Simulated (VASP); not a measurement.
InSb3:

```
In Sb
1.0
     4.80637    0.00000    0.00000
     0.00000    4.80637    0.00000
     0.00000    0.00000    4.80637
In Sb
1 3
Direct
  0.00000 0.00000 0.00000
  0.50000 0.00000 0.50000
  0.00000 0.50000 0.50000
  0.50000 0.50000 0.00000
```

| Property | Result |
| --- | --- |
| Program | VASP 6.6.1 |
| Task | relaxation of cell and atoms |
| Functional | PBE |
| Dispersion | D3(BJ) |
| Potentials or basis | VASP PAW PBE potentials, release 64 (In_d, Sb) |
| Cutoff | 600 eV |
| k mesh | 10 × 10 × 10 |
| Occupations | gaussian, width 0.1 eV |
| Spin | no spin polarisation |

At the start: pressure -2.5 GPa; volume 27.76 Å³/atom.

Question: Where does the relaxation end?

Answer: Over 3 steps the energy falls by 10.3 meV/atom and the volume is 26.48 Å³/atom (-4.6 %); space group Pm-3m (No. 221, to 0.1 Å) before and after.

Step by step:
| step | energy change (eV) | largest force (eV/Å) | pressure (GPa) | volume (Å³) |
| --- | --- | --- | --- | --- |
| 1 | 0.0000 | 0.0000 | -2.46 | 111.03 |
| 2 | -0.0368 | 0.0000 | 0.92 | 104.31 |
| 3 | -0.0413 | 0.0000 | 0.01 | 105.90 |

Final structure:
```
CELL_PARAMETERS angstrom
4.73119 0.00000 0.00000
0.00000 4.73119 0.00000
0.00000 0.00000 4.73119
ATOMIC_POSITIONS crystal
In 0.00000 0.00000 0.00000
Sb 0.50000 0.00000 0.50000
Sb 0.00000 0.50000 0.50000
Sb 0.50000 0.50000 0.00000
```
